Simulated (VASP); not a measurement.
# Tl (I4/mmm) in VASP: single point with PBEsol

Aim: the single point of Tl with PBEsol.

Program: VASP 6.6.1. These are calculated values, not measurements. Logs are shortened: lines on timing, memory, paths and dates and some standing lists are left out, and cuts for length are marked.

**1. The cell of the first run**

The structure is tetragonal, space group I4/mmm (No. 139). The conventional cell has a = 3.263 Å, b = 3.263 Å, c = 4.965 Å, α = 90.00°, β = 90.00°, γ = 90.00°. Within 4.3 Å of Tl (site symmetry 4/mmm) lie 12 Tl at 3.26 to 3.39 Å.

**2. Single point, PBEsol (In replaced by Tl, lengths x 1.013, strained)**

Contents of INCAR:

```
PREC = Accurate ; ENCUT = 520
EDIFF = 1E-6 ; ISMEAR = 0
SIGMA = 0.1 ; LREAL = False
LASPH = True ; NELM = 100
ALGO = Fast ; ISIF = 2
LWAVE = False ; LCHARG = False
GGA = PS ; NBANDS = 12
```

Contents of KPOINTS:

```
regular mesh
0
Gamma
  18 18 18
```

Contents of POSCAR:

```
Tl
1.0
   -1.6316952860      1.6316952860      2.4823863437
    1.6316952860     -1.6316952860      2.4823863437
    1.6316952860      1.6316952860     -2.4823863437
Tl
1
Direct
    0.0000000000      0.0000000000      0.0000000000
```

Potentials or basis: VASP PAW PBE potentials, release 64 (Tl_d).

Launch:

```console
> cat potpaw_PBE.64/Tl_d/POTCAR > POTCAR
> mpirun -np 1 vasp_std > vasp.out
```

OUTCAR:

```text
PREC = Accurate
   ENCUT = 520
   EDIFF = 1E-6
   ISMEAR = 0
   LREAL = False
   LASPH = True
   NELM = 100
   ISIF = 2
   GGA = PS

 ion  position               nearest neighbor table
   1  0.000  0.000  0.000-

  LATTYP: Found a body centered tetragonal cell.
 ALAT       =     3.2633905720
 C/A-ratio  =     1.5213541186

  Lattice vectors:

 A1 = (  -1.6316952860,   1.6316952860,   2.4823863437)
 A2 = (   1.6316952860,  -1.6316952860,   2.4823863437)
 A3 = (   1.6316952860,   1.6316952860,  -2.4823863437)

Analysis of symmetry for initial positions (statically):
=====================================================================
 Subroutine PRICEL returns:
 Original cell was already a primitive cell.

 Routine SETGRP: Setting up the symmetry group for a
 body centered tetragonal supercell.

 Subroutine GETGRP returns: Found 16 space group operations
 (whereof 16 operations were pure point group operations)
 out of a pool of 16 trial point group operations.

The static configuration has the point symmetry D_4h.

Analysis of symmetry for dynamics (positions and initial velocities):
=====================================================================
 Subroutine PRICEL returns:
 Original cell was already a primitive cell.

 Routine SETGRP: Setting up the symmetry group for a
 body centered tetragonal supercell.

 Subroutine GETGRP returns: Found 16 space group operations
 (whereof 16 operations were pure point group operations)
 out of a pool of 16 trial point group operations.

The dynamic configuration has the point symmetry D_4h.

 Subroutine INISYM returns: Found 16 space group operations
 (whereof 16 operations are pure point group operations),
 and found     1 'primitive' translations

----------------------------------------------------------------------------------------

                                     Primitive cell

  volume of cell :      26.4367

  direct lattice vectors                    reciprocal lattice vectors
    -1.631695286  1.631695286  2.482386344     0.000000000  0.306429763  0.201419091
     1.631695286 -1.631695286  2.482386344     0.306429763  0.000000000  0.201419091
     1.631695286  1.631695286 -2.482386344     0.306429763  0.306429763  0.000000000

  length of vectors
     3.389262600  3.389262600  3.389262600     0.366699945  0.366699945  0.433357127

  position of ions in fractional coordinates (direct lattice)
     0.000000000  0.000000000  0.000000000

  ion indices of the primitive-cell ions
   primitive index   ion index
                 1           1

----------------------------------------------------------------------------------------

 KPOINTS: regular mesh

Automatic generation of k-mesh.
 Grid dimensions read from file:
 generate k-points for:   18   18   18

 Generating k-lattice:

  Cartesian coordinates                     Fractional coordinates (reciprocal lattice)
     0.000000000  0.017023876  0.011189949     0.055555556 -0.000000000  0.000000000
     0.017023876  0.000000000  0.011189949    -0.000000000  0.055555556  0.000000000
     0.017023876  0.017023876  0.000000000     0.000000000  0.000000000  0.055555556

  Length of vectors
     0.020372219  0.020372219  0.024075396

  Shift w.r.t. Gamma in fractional coordinates (k-lattice)
     0.000000000  0.000000000  0.000000000

 Subroutine IBZKPT returns following result:
 ===========================================

 Found    480 irreducible k-points:

 Following reciprocal coordinates:
            Coordinates               Weight
  0.000000  0.000000  0.000000      1.000000
  0.055556 -0.000000  0.000000      8.000000
  0.111111 -0.000000  0.000000      8.000000
  0.166667 -0.000000  0.000000      8.000000
  0.222222 -0.000000  0.000000      8.000000
  0.277778 -0.000000  0.000000      8.000000
[... 16 lines left out ...]
 -0.277778  0.055556 -0.000000     16.000000
 -0.222222  0.055556 -0.000000     16.000000
 [... further k-points ...]
   k-points           NKPTS =    480   k-points in BZ     NKDIM =    480   number of bands    NBANDS=     12
   number of dos      NEDOS =    301   number of ions     NIONS =      1
   total plane-waves  NPLWV =  21952
   dimension x,y,z NGX =    28 NGY =   28 NGZ =   28
   dimension x,y,z NGXF=    56 NGYF=   56 NGZF=   56
   ions per type =               1
   NGX,Y,Z   is equivalent  to a cutoff of  13.73, 13.73, 13.73 a.u.
   NGXF,Y,Z  is equivalent  to a cutoff of  27.47, 27.47, 27.47 a.u.
 SYSTEM =  unknown system
   PREC   = accura    normal or accurate (medium, high low for compatibility)
   ISTART =      0    job   : 0-new  1-cont  2-samecut
   ICHARG =      2    charge: 1-file 2-atom 10-const
   ISPIN  =      1    spin polarized calculation?
   LNONCOLLINEAR =      F non collinear calculations
   LSORBIT =      F    spin-orbit coupling
   LASPH  =      T    aspherical Exc in radial PAW
   ENCUT  =  520.0 eV  38.22 Ry    6.18 a.u.   6.30  6.30  6.30*2*pi/ulx,y,z
   NELM   =    100;   NELMIN=  2; NELMDL= -5     # of ELM steps
   EDIFF  = 0.1E-05   stopping-criterion for ELM
   LREAL  =      F    real-space projection
   EDIFFG = 0.1E-04   stopping-criterion for IOM
   NSW    =      0    number of steps for IOM
   IBRION =     -1    ionic relax: 0-MD 1-quasi-New 2-CG
   NFREE  =      0    steps in history (QN), initial steepest desc. (CG)
   ISIF   =      2    stress and relaxation
   ISYM   =      2    0-nonsym 1-usesym 2-fastsym
   POTIM  = 0.5000    time-step for ionic-motion
   TEBEG  =    0.0;   TEEND  =   0.0 temperature during run
   PSTRESS=    0.0 pullay stress
   NELECT =      13.0000    total number of electrons
   NUPDOWN=      -1.0000    fix difference up-down
   EMIN   =  10.00;   EMAX   =-10.00  energy-range for DOS
   EFERMI =   0.00;   METHOD = LEGACY
   ISMEAR =     0;   SIGMA  =   0.10  broadening in eV -4-tet -1-fermi 0-gaus
   EFERMI_NEDOS =   21; number of points for ismear=-14 and -15
   IALGO  =     68    algorithm
   IMIX   =      4    mixing-type and parameters
     AMIX     =   0.40;   BMIX     =  1.00
     AMIX_MAG =   1.60;   BMIX_MAG =  1.00
  volume/ion in A,a.u.               =      26.44       178.40
  Fermi-wavevector in a.u.,A,eV,Ry     =   1.292171  2.441850 22.717742  1.669707
  Thomas-Fermi vector in A             =   2.423896
   LORBIT       =      0    0 simple, 1 ext, 2 COOP (PROOUT), +10 PAW based schemes
   GGA     = PS    functional components
   LHFCALC =     F    Hartree Fock is set to
   AEXX    =    0.0000 exact exchange contribution
   IVDW    =     0    specifies the selected vdW correction
   LEPSILON=     F    determine dielectric tensor
   LRPA    =     F    only Hartree local field effects (RPA)
 non-spin polarized calculation
 RMM-DIIS sequential band-by-band and
 Gauss-broadening in eV      SIGMA  =   0.10
  energy-cutoff  :      520.00
  volume of cell :       26.44
 maximum number of plane-waves:       727
 NGX is ok and might be reduce to    28
   NGX = 13   NGY = 13   NGZ = 13

 number of electron      12.9999999 magnetization

 Free energy of the ion-electron system (eV)
  ---------------------------------------------------
  ext. energy  EPLUGINS =         0.00000000
  ---------------------------------------------------
  free energy    TOTEN  =        -2.60024126 eV

  energy without entropy =       -2.59776293  energy(sigma->0) =       -2.59900210

 E-fermi :   7.1795     XC(G=0): -10.7664

 val. band max:        7.1729607825   @ k =  -0.3889   0.4444   0.1111
 cond. band min:       7.1805237940   @ k =  -0.4444   0.5000   0.2222
 fundamental gap:      0.0075630114
 Fermi energy:         7.1795203967

 k-point     1 :       0.0000    0.0000    0.0000
  band No.  band energies     occupation
      1      -4.5555      2.00000
      2      -4.3540      2.00000
      3      -4.3540      2.00000
      4      -4.1811      2.00000
      5      -3.9932      2.00000
      6      -3.3886      2.00000
      7      18.1594      0.00000
      8      18.1594      0.00000
      9      18.3327      0.00000
     10      18.3640      0.00000
     11      22.2957      0.00000
     12      22.5382      0.00000

 k-point     2 :       0.0556   -0.0000    0.0000
  band No.  band energies     occupation
      1      -4.5468      2.00000
      2      -4.3557      2.00000
      3      -4.3445      2.00000
      4      -4.1801      2.00000
      5      -3.9976      2.00000
      6      -3.3173      2.00000
      7      17.2892      0.00000
      8      18.1160      0.00000
      9      18.1765      0.00000
     10      18.3596      0.00000
     11      22.0011      0.00000
     12      22.8374      0.00000

 k-point     3 :       0.1111   -0.0000    0.0000
  band No.  band energies     occupation
      1      -4.5289      2.00000
      2      -4.3635      2.00000
      3      -4.3188      2.00000
      4      -4.1718      2.00000
      5      -4.0081      2.00000
      6      -3.0977      2.00000
      7      15.4709      0.00000
      8      17.8470      0.00000
      9      17.9930      0.00000
     10      18.4127      0.00000
     11      21.4744      0.00000
     12      22.9891      0.00000
[... 286 lines left out ...]
 k-point    23 :      -0.2778    0.0556   -0.0000
  band No.  band energies     occupation
      1      -4.5517      2.00000
      2      -4.4104      2.00000
      3      -4.2674      2.00000
      4      -4.0572      2.00000
      5      -3.9685      2.00000
      6      -1.6489      2.00000
      7      10.2230      0.00000
      8      15.7869      0.00000
      9      17.0545      0.00000
     10      18.9980      0.00000
     11      20.7747      0.00000
     12      21.6541      0.00000

 k-point    24 :      -0.2222    0.0556   -0.0000
  band No.  band energies     occupation
      1      -4.5069      2.00000
      2      -4.3977      2.00000
      3      -4.2701      2.00000
      4      -4.1088      2.00000
      5      -4.0221      2.00000
      6      -2.2949      2.00000
      7      12.1417      0.00000
      8      16.2706      0.00000
      9      17.2611      0.00000
     10      19.2104      0.00000
     11      21.0344      0.00000
     12      21.8227      0.00000

 [... further k-points ...]
[... 5 lines left out ...]
  --------------------------------------------------------------------------------------
  -------------------------------------------------------------------------------------
  Total        0.5342704      0.5342704      0.4548971      0.0000000      0.0000000      0.0000000
  in kB       32.3790592     32.3790592     27.5686982      0.0000000      0.0000000      0.0000000
  external PRESSURE =      30.7756055 kB  Pullay stress =       0.0000000 kB

 VOLUME and BASIS-vectors are now :
 -----------------------------------------------------------------------------
  energy-cutoff  :      520.00
  volume of cell :       26.44
      direct lattice vectors                 reciprocal lattice vectors
    -1.631695286  1.631695286  2.482386344     0.000000000  0.306429763  0.201419091
     1.631695286 -1.631695286  2.482386344     0.306429763  0.000000000  0.201419091
     1.631695286  1.631695286 -2.482386344     0.306429763  0.306429763  0.000000000

 POSITION                                       TOTAL-FORCE (eV/Angst)
 -----------------------------------------------------------------------------------
      0.00000      0.00000      0.00000         0.000000     -0.000000      0.000000
 -----------------------------------------------------------------------------------
    total drift:                               -0.000000     -0.000000     -0.000000

  FREE ENERGIE OF THE ION-ELECTRON SYSTEM (eV)
  ---------------------------------------------------
  free  energy   TOTEN  =        -2.6002412609 eV

  energy  without entropy=       -2.5977629327  energy(sigma->0) =       -2.59900210
```

It took 62 s on 1 thread of Intel Xeon 6975P-C (Granite Rapids), shared host; peak memory 0.27 GiB.

Results:

```yaml
Free_energy: -2.6002 eV
Pressure: 3.1 GPa
Band_gap_on_the_k_mesh: zero (an odd number of electrons rules out a gap without spin polarisation)
```

Stress tensor (GPa, compression positive):
```
3.24 0.00 0.00
0.00 3.24 0.00
0.00 0.00 2.76
```

Levels at points of the mesh, in eV from the Fermi level:
| k point | band 4 | band 5 | band 6 | band 7 | band 8 | band 9 |
| --- | --- | --- | --- | --- | --- | --- |
| (0.00, 0.00, 0.00) | -11.36 | -11.17 | -10.57 | 10.98 | 10.98 | 11.15 |
| (0.50, 0.00, 0.00) | -11.00 | -10.92 | -5.22 | -3.22 | 7.86 | 9.55 |
| (0.50, 0.50, 0.00) | -10.95 | -10.80 | -2.95 | -1.78 | 3.76 | 4.16 |
| (0.50, 0.50, 0.50) | -10.90 | -10.90 | -4.07 | -2.51 | 4.95 | 4.95 |

Caveat: the cell differs from its parent crystal (In replaced by Tl, lengths x 1.013, strained); the cell stands under pressure; the PAW data sets were made with another functional, which shifts forces and pressure a little; spin-orbit coupling is left out, which moves the levels of the heavy elements.
